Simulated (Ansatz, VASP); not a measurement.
## One calculation of AlGa3N4, two programs

Contents of INCAR:

```
PREC = Accurate ; ENCUT = 520
EDIFF = 1E-6 ; ISMEAR = 0
SIGMA = 0.05 ; LREAL = F
LASPH = T ; NELM = 100
ALGO = Normal ; ISIF = 2
LWAVE = F ; LCHARG = T
GGA = PS ; LELF = T
LVHAR = T ; NBANDS = 41
```

The input KPOINTS:

```
regular mesh
0
Gamma
  6 6 6
```

The input POSCAR:

```
AlGa3N4
1.0
    4.6910093379      0.0000000000      0.0000000000
    0.0000000000      4.6910093379      0.0000000000
    0.0000000000      0.0000000000      4.6910093379
Al Ga N
1 3 4
Direct
    0.0000000000      0.0000000000      0.0000000000
    0.5000000000      0.5000000000      0.0000000000
    0.5000000000      0.0000000000      0.5000000000
    0.0000000000      0.5000000000      0.5000000000
    0.7550309200      0.7550309200      0.2449690800
    0.7550309200      0.2449690800      0.7550309200
    0.2449690800      0.7550309200      0.7550309200
    0.2449690800      0.2449690800      0.2449690800
```

Input for Ansatz:

```yaml
crystal:
  lattice:
    - [4.6910093379, 0.0, 0.0]
    - [0.0, 4.6910093379, 0.0]
    - [0.0, 0.0, 4.6910093379]
  atoms:
    - { symbol: Al, position: [0.0, 0.0, 0.0] }
    - { symbol: Ga, position: [0.5, 0.5, 0.0] }
    - { symbol: Ga, position: [0.5, 0.0, 0.5] }
    - { symbol: Ga, position: [0.0, 0.5, 0.5] }
    - { symbol: "N", position: [0.75503092, 0.75503092, 0.24496908] }
    - { symbol: "N", position: [0.75503092, 0.24496908, 0.75503092] }
    - { symbol: "N", position: [0.24496908, 0.75503092, 0.75503092] }
    - { symbol: "N", position: [0.24496908, 0.24496908, 0.24496908] }
basis:
  ecutwfc: 420
kpoints:
  mp_grid: { grid: [6, 6, 6] }
hamiltonian:
  xc: pbesol
scf:
  occupations: { method: gaussian, width: 0.05 }
output:
  forces: true
  stress: true
  eigenvalues: true
  write_density: true
  write_potential: true
  elf: true
  volumetric_format: npy
```

Change from the starting cell: strain +0.050 along x and y, +0.050 along z, atoms carried along.

Alike in both runs: task single point; functional PBEsol; k mesh 6 × 6 × 6; occupations gaussian, width 0.05 eV; no spin polarisation.

```csv
,VASP,Ansatz
version,VASP 6.6.1,Ansatz 0.2.0
potentials or method,"VASP PAW PBE potentials, release 64 (Al, Ga_d, N), cutoff 520 eV","scalar-relativistic, plane waves, PAW"
valence electrons in the cell,62,62
```

|  | VASP | Ansatz | Ansatz less VASP |
| --- | --- | --- | --- |
| gap on the k mesh at the Fermi level (eV) | 1.32 | 1.31 | -0.010 |
| least direct gap on the mesh (eV) | 1.32 | 1.31 | -0.010 |
| pressure (GPa) | -20.6 | -20.5 | +0.09 |
| rms of the force components (eV/Å) | 0.006 | 0.004 | -0.0027 |

VASP's potentials were made for PBE, not for PBEsol. Atom by atom the forces differ by 0.003 eV/Å (rms over components). The functional is the same, so the differences come from potentials, cutoffs and numerics.
